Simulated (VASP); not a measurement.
# Hf (Pm-3m) in VASP: a series of runs

Runs on Hf. Level: LDA. Tasks: single point, relaxation of cell and atoms.

Program: VASP 6.6.1. These are calculated values, not measurements. Logs are shortened: lines on timing, memory, paths and dates and some standing lists are left out, and cuts for length are marked.

### 1 The cell of the first run

Symmetry: Pm-3m, No. 221, cubic system. Conventional cell: a = 2.836 Å, b = 2.836 Å, c = 2.836 Å, α = 90.00°, β = 90.00°, γ = 90.00°. Hf (site symmetry m-3m) has 6 Hf at 2.84 Å within 3.7 Å.

### 2 Single point, LDA

Contents of INCAR:

```
PREC = Accurate
ENCUT = 520
EDIFF = 1E-7
ISMEAR = 1
SIGMA = 0.05
LREAL = False
LASPH = True
NELM = 80
ALGO = Normal
ISIF = 2
LWAVE = False
LCHARG = False
GGA = CA
NBANDS = 11
```

Contents of KPOINTS:

```
Automatic mesh
0
Gamma
  8 8 8
```

Contents of POSCAR:

```
Hf
1.0
    2.8362810552      0.0000000000      0.0000000000
    0.0000000000      2.8362810552      0.0000000000
    0.0000000000      0.0000000000      2.8362810552
Hf
1
Direct
    0.0000000000      0.0000000000      0.0000000000
```

Potentials or basis: VASP PAW LDA potentials, release 64 (Hf_pv).

The run is started by

```
$ cat potpaw_LDA.64/Hf_pv/POTCAR > POTCAR
$ mpirun -np 1 vasp_std > vasp.out
```

OUTCAR:

```text
PREC = Accurate
   ENCUT = 520
   EDIFF = 1E-7
   ISMEAR = 1
   LREAL = False
   LASPH = True
   NELM = 80
   ISIF = 2
   GGA = CA

 ion  position               nearest neighbor table
   1  0.000  0.000  0.000-

  LATTYP: Found a simple cubic cell.
 ALAT       =     2.8362810552

  Lattice vectors:

 A1 = (   2.8362810552,   0.0000000000,   0.0000000000)
 A2 = (   0.0000000000,   2.8362810552,   0.0000000000)
 A3 = (   0.0000000000,   0.0000000000,   2.8362810552)

Analysis of symmetry for initial positions (statically):
=====================================================================
 Subroutine PRICEL returns:
 Original cell was already a primitive cell.

 Routine SETGRP: Setting up the symmetry group for a
 simple cubic supercell.

 Subroutine GETGRP returns: Found 48 space group operations
 (whereof 48 operations were pure point group operations)
 out of a pool of 48 trial point group operations.

The static configuration has the point symmetry O_h .

Analysis of symmetry for dynamics (positions and initial velocities):
=====================================================================
 Subroutine PRICEL returns:
 Original cell was already a primitive cell.

 Routine SETGRP: Setting up the symmetry group for a
 simple cubic supercell.

 Subroutine GETGRP returns: Found 48 space group operations
 (whereof 48 operations were pure point group operations)
 out of a pool of 48 trial point group operations.

The dynamic configuration has the point symmetry O_h .

 Subroutine INISYM returns: Found 48 space group operations
 (whereof 48 operations are pure point group operations),
 and found     1 'primitive' translations

----------------------------------------------------------------------------------------

                                     Primitive cell

  volume of cell :      22.8164

  direct lattice vectors                    reciprocal lattice vectors
     2.836281055  0.000000000  0.000000000     0.352574368  0.000000000  0.000000000
     0.000000000  2.836281055  0.000000000     0.000000000  0.352574368  0.000000000
     0.000000000  0.000000000  2.836281055     0.000000000  0.000000000  0.352574368

  length of vectors
     2.836281055  2.836281055  2.836281055     0.352574368  0.352574368  0.352574368

  position of ions in fractional coordinates (direct lattice)
     0.000000000  0.000000000  0.000000000

  ion indices of the primitive-cell ions
   primitive index   ion index
                 1           1

----------------------------------------------------------------------------------------

 KPOINTS: Automatic mesh

Automatic generation of k-mesh.
 Grid dimensions read from file:
 generate k-points for:    8    8    8

 Generating k-lattice:

  Cartesian coordinates                     Fractional coordinates (reciprocal lattice)
     0.044071796  0.000000000  0.000000000     0.125000000  0.000000000  0.000000000
     0.000000000  0.044071796  0.000000000     0.000000000  0.125000000  0.000000000
     0.000000000  0.000000000  0.044071796     0.000000000  0.000000000  0.125000000

  Length of vectors
     0.044071796  0.044071796  0.044071796

  Shift w.r.t. Gamma in fractional coordinates (k-lattice)
     0.000000000  0.000000000  0.000000000

 Subroutine IBZKPT returns following result:
 ===========================================

 Found     35 irreducible k-points:

 Following reciprocal coordinates:
            Coordinates               Weight
  0.000000  0.000000  0.000000      1.000000
  0.125000  0.000000  0.000000      6.000000
  0.250000  0.000000  0.000000      6.000000
  0.375000  0.000000  0.000000      6.000000
  0.500000  0.000000  0.000000      3.000000
  0.125000  0.125000  0.000000     12.000000
[... 16 lines left out ...]
  0.375000  0.375000  0.125000     24.000000
  0.500000  0.375000  0.125000     24.000000
 [... further k-points ...]
   k-points           NKPTS =     35   k-points in BZ     NKDIM =     35   number of bands    NBANDS=     11
   number of dos      NEDOS =    301   number of ions     NIONS =      1
   total plane-waves  NPLWV =  13824
   dimension x,y,z NGX =    24 NGY =   24 NGZ =   24
   dimension x,y,z NGXF=    48 NGYF=   48 NGZF=   48
   ions per type =               1
   NGX,Y,Z   is equivalent  to a cutoff of  14.07, 14.07, 14.07 a.u.
   NGXF,Y,Z  is equivalent  to a cutoff of  28.13, 28.13, 28.13 a.u.
 SYSTEM =  unknown system
   PREC   = accura    normal or accurate (medium, high low for compatibility)
   ISTART =      0    job   : 0-new  1-cont  2-samecut
   ICHARG =      2    charge: 1-file 2-atom 10-const
   ISPIN  =      1    spin polarized calculation?
   LNONCOLLINEAR =      F non collinear calculations
   LSORBIT =      F    spin-orbit coupling
   LASPH  =      T    aspherical Exc in radial PAW
   ENCUT  =  520.0 eV  38.22 Ry    6.18 a.u.   5.27  5.27  5.27*2*pi/ulx,y,z
   NELM   =     80;   NELMIN=  2; NELMDL= -5     # of ELM steps
   EDIFF  = 0.1E-06   stopping-criterion for ELM
   LREAL  =      F    real-space projection
   EDIFFG = 0.1E-05   stopping-criterion for IOM
   NSW    =      0    number of steps for IOM
   IBRION =     -1    ionic relax: 0-MD 1-quasi-New 2-CG
   NFREE  =      0    steps in history (QN), initial steepest desc. (CG)
   ISIF   =      2    stress and relaxation
   ISYM   =      2    0-nonsym 1-usesym 2-fastsym
   POTIM  = 0.5000    time-step for ionic-motion
   TEBEG  =    0.0;   TEEND  =   0.0 temperature during run
   PSTRESS=    0.0 pullay stress
   NELECT =      10.0000    total number of electrons
   NUPDOWN=      -1.0000    fix difference up-down
   EMIN   =  10.00;   EMAX   =-10.00  energy-range for DOS
   EFERMI =   0.00;   METHOD = LEGACY
   ISMEAR =     1;   SIGMA  =   0.05  broadening in eV -4-tet -1-fermi 0-gaus
   EFERMI_NEDOS =   21; number of points for ismear=-14 and -15
   IALGO  =     38    algorithm
   IMIX   =      4    mixing-type and parameters
     AMIX     =   0.40;   BMIX     =  1.00
     AMIX_MAG =   1.60;   BMIX_MAG =  1.00
  volume/ion in A,a.u.               =      22.82       153.97
  Fermi-wavevector in a.u.,A,eV,Ry     =   1.243538  2.349945 21.039854  1.546386
  Thomas-Fermi vector in A             =   2.377844
   LORBIT       =      0    0 simple, 1 ext, 2 COOP (PROOUT), +10 PAW based schemes
   GGA     = CA    functional components
   LHFCALC =     F    Hartree Fock is set to
   AEXX    =    0.0000 exact exchange contribution
   IVDW    =     0    specifies the selected vdW correction
   LEPSILON=     F    determine dielectric tensor
   LRPA    =     F    only Hartree local field effects (RPA)
 non-spin polarized calculation
 Methfessel and Paxton  Order N= 1 SIGMA  =   0.05
  energy-cutoff  :      520.00
  volume of cell :       22.82
 maximum number of plane-waves:       627
 NGX is ok and might be reduce to    24
   NGX = 11   NGY = 11   NGZ = 11

 number of electron      10.0000000 magnetization

 number of electron       9.9999998 magnetization

 Free energy of the ion-electron system (eV)
  ---------------------------------------------------
  ext. energy  EPLUGINS =         0.00000000
  ---------------------------------------------------
  free energy    TOTEN  =        -9.63281742 eV

  energy without entropy =       -9.63233905  energy(sigma->0) =       -9.63265797

 E-fermi :   4.2207     XC(G=0): -11.2700

 val. band max:        4.1899422942   @ k =   0.3750   0.1250   0.1250
 cond. band min:       4.2389341336   @ k =   0.5000   0.3750   0.2500
 fundamental gap:      0.0489918394
 Fermi energy:         4.2207113174

 k-point     1 :       0.0000    0.0000    0.0000
  band No.  band energies     occupation
      1     -25.2936      2.00000
      2     -25.2936      2.00000
      3     -25.2936      2.00000
      4      -2.4469      2.00000
      5       2.5955      2.00000
      6       2.5956      2.00000
      7      11.2043      0.00000
      8      11.2043      0.00000
      9      11.2043      0.00000
     10      16.6435      0.00000
     11      17.8425      0.00000

 k-point     2 :       0.1250    0.0000    0.0000
  band No.  band energies     occupation
      1     -25.4837      2.00000
      2     -25.2776      2.00000
      3     -25.2776      2.00000
      4      -2.0103      2.00000
      5       2.7227      2.00000
      6       3.0312      2.00000
      7      10.3544      0.00000
      8      10.3544      0.00000
      9      11.2635      0.00000
     10      16.0066      0.00000
     11      16.6576      0.00000

 k-point     3 :       0.2500    0.0000    0.0000
  band No.  band energies     occupation
      1     -25.9215      2.00000
      2     -25.2387      2.00000
      3     -25.2387      2.00000
      4      -0.9256      2.00000
      5       3.0512      2.00000
      6       4.0565      2.00003
      7       8.8804      0.00000
      8       8.8804      0.00000
      9      11.4102      0.00000
     10      13.8871      0.00000
     11      16.6510      0.00000

 k-point     4 :       0.3750    0.0000    0.0000
  band No.  band energies     occupation
      1     -26.3329      2.00000
      2     -25.1995      2.00000
      3     -25.1995      2.00000
      4       0.3426      2.00000
      5       3.4166      2.00000
      6       4.5877     -0.00000
      7       7.7807      0.00000
      8       7.7807      0.00000
      9      11.5624      0.00000
     10      13.7322      0.00000
     11      16.6515      0.00000
[... 239 lines left out ...]
 k-point    22 :       0.5000    0.2500    0.1250
  band No.  band energies     occupation
      1     -26.3884      2.00000
      2     -25.7587      2.00000
      3     -25.3060      2.00000
      4       2.4641      2.00000
      5       3.2380      2.00000
      6       5.7434      0.00000
      7       5.9346      0.00000
      8       8.8543      0.00000
      9      10.2205      0.00000
     10      14.8477      0.00000
     11      16.6479      0.00000

 k-point    23 :       0.3750    0.3750    0.1250
  band No.  band energies     occupation
      1     -26.1812      2.00000
      2     -26.1627      2.00000
      3     -25.2828      2.00000
      4       1.7518      2.00000
      5       3.8170      2.00000
      6       6.4122      0.00000
      7       6.5599      0.00000
      8       9.3011      0.00000
      9       9.3918      0.00000
     10      15.3155      0.00000
     11      16.6197      0.00000

 k-point    24 :       0.5000    0.3750    0.1250
  band No.  band energies     occupation
      1     -26.3284      2.00000
      2     -26.1479      2.00000
      3     -25.2659      2.00000
      4       1.5391      2.00000
      5       4.0890      2.00125
      6       6.1315      0.00000
      7       6.6075      0.00000
      8       9.4768      0.00000
      9      10.9588      0.00000
     10      14.5065      0.00000
     11      16.6330      0.00000

 [... further k-points ...]

------------------------ aborting loop because EDIFF is reached ----------------------------------------

  FORCE on cell =-STRESS in cart. coord.  units (eV):
  Direction    XX          YY          ZZ          XY          YZ          ZX
  --------------------------------------------------------------------------------------
  -------------------------------------------------------------------------------------
  Total       -0.0105761     -0.0105761     -0.0105761      0.0000000      0.0000000      0.0000000
  in kB       -0.7426552     -0.7426552     -0.7426552      0.0000000      0.0000000      0.0000000
  external PRESSURE =      -0.7426552 kB  Pullay stress =       0.0000000 kB

 VOLUME and BASIS-vectors are now :
 -----------------------------------------------------------------------------
  energy-cutoff  :      520.00
  volume of cell :       22.82
      direct lattice vectors                 reciprocal lattice vectors
     2.836281055  0.000000000  0.000000000     0.352574368  0.000000000  0.000000000
     0.000000000  2.836281055  0.000000000     0.000000000  0.352574368  0.000000000
     0.000000000  0.000000000  2.836281055     0.000000000  0.000000000  0.352574368

 POSITION                                       TOTAL-FORCE (eV/Angst)
 -----------------------------------------------------------------------------------
      0.00000      0.00000      0.00000         0.000000      0.000000      0.000000
 -----------------------------------------------------------------------------------
    total drift:                                0.000000     -0.000000      0.000000

  FREE ENERGIE OF THE ION-ELECTRON SYSTEM (eV)
  ---------------------------------------------------
  free  energy   TOTEN  =        -9.6328174231 eV

  energy  without entropy=       -9.6323390531  energy(sigma->0) =       -9.63265797
```

It took 3.2 s on 1 thread of Intel Xeon 6975P-C (Granite Rapids), shared host; peak memory 0.12 GiB.

Results:

| Item | Value |
| --- | --- |
| Free energy | -9.6328 eV |
| Pressure | -0.1 GPa |
| Band gap on the k mesh | zero (band 5 reaches 5.19 eV, above the bottom of band 6 at 2.60 eV) |

Caveat: spin-orbit coupling is left out, which moves the levels of the heavy elements.

### 3 Relaxation of cell and atoms, LDA

This run uses another cell than the first one, of 24.64 Å³/atom, 1.080 times its volume.

Contents of INCAR:

```
SYSTEM = Hf
PREC = Accurate
ENCUT = 600
EDIFF = 1E-7
ISMEAR = 1
SIGMA = 0.05
LREAL = .FALSE.
LASPH = .TRUE.
NELM = 80
ALGO = Normal
ISIF = 3
LWAVE = .FALSE.
LCHARG = .FALSE.
GGA = CA
IBRION = 2
NSW = 60
EDIFFG = -0.01
```

Contents of KPOINTS:

```
Automatic mesh
0
G
  8 8 8
  0 0 0
```

Contents of POSCAR:

```
Hf
1.0
    2.9100000000      0.0000000000      0.0000000000
    0.0000000000      2.9100000000      0.0000000000
    0.0000000000      0.0000000000      2.9100000000
Hf
1
Direct
    0.0000000000      0.0000000000      0.0000000000
```

Potentials or basis: VASP PAW LDA potentials, release 64 (Hf_pv).

The run is started by

```
$ cat potpaw_LDA.64/Hf_pv/POTCAR > POTCAR
$ mpirun -np 1 vasp_std > vasp.out
```

OUTCAR:

```text
SYSTEM = Hf
   PREC = Accurate
   ENCUT = 600
   EDIFF = 1E-7
   ISMEAR = 1
   LREAL = .FALSE.
   LASPH = .TRUE.
   NELM = 80
   ISIF = 3
   GGA = CA
   IBRION = 2
   NSW = 60
   EDIFFG = -0.01

 ion  position               nearest neighbor table
   1  0.000  0.000  0.000-

  LATTYP: Found a simple cubic cell.
 ALAT       =     2.9100000000

  Lattice vectors:

 A1 = (   2.9100000000,   0.0000000000,   0.0000000000)
 A2 = (   0.0000000000,   2.9100000000,   0.0000000000)
 A3 = (   0.0000000000,   0.0000000000,   2.9100000000)

Analysis of symmetry for initial positions (statically):
=====================================================================
 Subroutine PRICEL returns:
 Original cell was already a primitive cell.

 Routine SETGRP: Setting up the symmetry group for a
 simple cubic supercell.

 Subroutine GETGRP returns: Found 48 space group operations
 (whereof 48 operations were pure point group operations)
 out of a pool of 48 trial point group operations.

The static configuration has the point symmetry O_h .

Analysis of symmetry for dynamics (positions and initial velocities):
[... 166 lines left out ...]
  -------------------------------------------------------------------------------------
  Total       -0.9357722     -0.9357722     -0.9357722     -0.0000000     -0.0000000      0.0000000
  in kB      -60.8417593    -60.8417593    -60.8417593     -0.0000000     -0.0000000      0.0000000
  external PRESSURE =     -60.8417593 kB  Pullay stress =       0.0000000 kB
[... 57 lines left out ...]
--------------------------------------- Ionic step        3  -------------------------------------------

 number of electron       9.9999998 magnetization

 Free energy of the ion-electron system (eV)
  ---------------------------------------------------
  ext. energy  EPLUGINS =         0.00000000
  ---------------------------------------------------
  free energy    TOTEN  =        -9.63308303 eV

  energy without entropy =       -9.63259467  energy(sigma->0) =       -9.63292025

 E-fermi :   4.2226     XC(G=0): -11.2715

 val. band max:        4.1921497410   @ k =   0.3750   0.1250   0.1250
 cond. band min:       4.2405591614   @ k =   0.5000   0.3750   0.2500
 fundamental gap:      0.0484094204
 Fermi energy:         4.2225919871

 k-point     1 :       0.0000    0.0000    0.0000
  band No.  band energies     occupation
      1     -25.2902      2.00000
      2     -25.2902      2.00000
      3     -25.2902      2.00000
      4      -2.4457      2.00000
      5       2.5967      2.00000
      6       2.5967      2.00000
      7      11.2089      0.00000
      8      11.2089      0.00000
      9      11.2089      0.00000
[... 265 lines left out ...]
 k-point    24 :       0.5000    0.3750    0.1250
  band No.  band energies     occupation
      1     -26.3260      2.00000
      2     -26.1454      2.00000
      3     -25.2625      2.00000
      4       1.5398      2.00000
      5       4.0916      2.00133
      6       6.1340      0.00000
      7       6.6103      0.00000
      8       9.4810      0.00000
      9      10.9635      0.00000

 [... further k-points ...]
[... 5 lines left out ...]
  --------------------------------------------------------------------------------------
  -------------------------------------------------------------------------------------
  Total       -0.0074210     -0.0074210     -0.0074210      0.0000000     -0.0000000      0.0000000
  in kB       -0.5212739     -0.5212739     -0.5212739      0.0000000     -0.0000000      0.0000000
  external PRESSURE =      -0.5212739 kB  Pullay stress =       0.0000000 kB
[... 16 lines left out ...]
  FREE ENERGIE OF THE ION-ELECTRON SYSTEM (eV)
  ---------------------------------------------------
  free  energy   TOTEN  =        -9.6330830338 eV

  energy  without entropy=       -9.6325946677  energy(sigma->0) =       -9.63292025

 reached required accuracy - stopping structural energy minimisation
```

OSZICAR:

```text
N       E                     dE             d eps       ncg     rms          rms(c)
DAV:   1     0.729492080100E+01    0.72949E+01   -0.66539E+03   630   0.115E+03
DAV:   2    -0.957411524287E+01   -0.16869E+02   -0.16231E+02   919   0.132E+02
DAV:   3    -0.987364438206E+01   -0.29953E+00   -0.29679E+00   731   0.132E+01
[... 25 lines left out ...]
DAV:   4    -0.963319554901E+01    0.33712E-03   -0.15705E-03   723   0.378E-01    0.313E-01
DAV:   5    -0.963307658931E+01    0.11896E-03   -0.63367E-04   702   0.159E-01    0.682E-02
DAV:   6    -0.963308340862E+01   -0.68193E-05   -0.20620E-05   746   0.321E-02    0.201E-02
DAV:   7    -0.963308304031E+01    0.36831E-06   -0.28316E-07   615   0.400E-03    0.315E-03
DAV:   8    -0.963308303381E+01    0.65003E-08   -0.73524E-09   324   0.646E-04
   3 F= -.96330830E+01 E0= -.96329202E+01  d E =-.362711E-01
```

CONTCAR:

```text
Hf
   1.00000000000000
     2.8359693756948103   -0.0000000000000000    0.0000000000000000
    -0.0000000000000000    2.8359693756948103   -0.0000000000000000
     0.0000000000000000   -0.0000000000000000    2.8359693756948108
  Hf
     1
Direct
     0.0000000000000000    0.0000000000000000    0.0000000000000000

  0.00000000E+00  0.00000000E+00  0.00000000E+00
```

Run time: 5.9 s. Hardware: 1 thread of Intel Xeon 6975P-C (Granite Rapids), shared host; peak memory 0.14 GiB.

Results:

| Property | Result |
| --- | --- |
| Free energy | -9.6331 eV |
| Relaxed volume | 22.81 Å³/atom |
| Relaxed cell | a = 2.836 Å, b = 2.836 Å, c = 2.836 Å, α = 90.00°, β = 90.00°, γ = 90.00° |
| Space group after relaxing (to 0.05 Å) | Pm-3m (No. 221) |
| Energy gained by relaxing | 36.3 meV/atom |
| Ionic steps | 3 |
| Pressure after relaxing | -0.1 GPa |
| Band gap on the k mesh | zero (band 5 reaches 5.20 eV, above the bottom of band 6 at 2.60 eV) |

The path:
```csv
step,energy change (eV),largest force (eV/Å),pressure (GPa),volume (Å³)
1,0.0000,0.0000,-6.08,24.64
2,-0.0155,0.0000,4.86,21.45
3,-0.0363,0.0000,-0.05,22.81
```

Final structure:
```
Hf
1.0
     2.83597    0.00000    0.00000
     0.00000    2.83597    0.00000
     0.00000    0.00000    2.83597
Hf
1
Direct
  0.00000 0.00000 0.00000
```

Caveat: spin-orbit coupling is left out, which moves the levels of the heavy elements.
